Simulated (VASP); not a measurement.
**Cs: single point with PBE**

Cs:

```xyz
1
Lattice="-3.1379 3.1379 3.1379 3.1379 -3.1379 3.1379 3.1379 3.1379 -3.1379" Properties=species:S:1:pos:R:3 pbc="T T T"
Cs    0.0000    0.0000    0.0000
```

```yaml
Program: VASP 6.6.1
Task: single point
Functional: PBE
Potentials_or_basis: VASP PAW PBE potentials, release 64 (Cs_sv)
Cutoff: 520 eV
k_mesh: 25 × 25 × 25
Occupations: fermi-dirac, width 0.0612256 eV
Spin: no spin polarisation
Dipole_correction: no
Further_INCAR_settings: ALGO = Normal; EDIFF = 1e-06; NBANDS = 10
```

* Pressure: -0.1 GPa
* Band gap on the k mesh: zero (an odd number of electrons rules out a gap without spin polarisation)

Levels at points of the mesh, in eV from the Fermi level:
| k point | band 1 | band 2 | band 3 | band 4 | band 5 | band 6 | band 7 | band 8 |
| --- | --- | --- | --- | --- | --- | --- | --- | --- |
| (0.00, 0.00, 0.00) | -23.90 | -10.65 | -10.65 | -10.65 | -1.61 | 2.45 | 2.45 | 2.45 |

It took 3.8 min on 1 thread of Intel(R) Xeon(R) Platinum 8488C (Sapphire Rapids) (shared host), peak memory 0.63 GiB.

Caveat: spin-orbit coupling is left out, which moves the levels of the heavy elements.
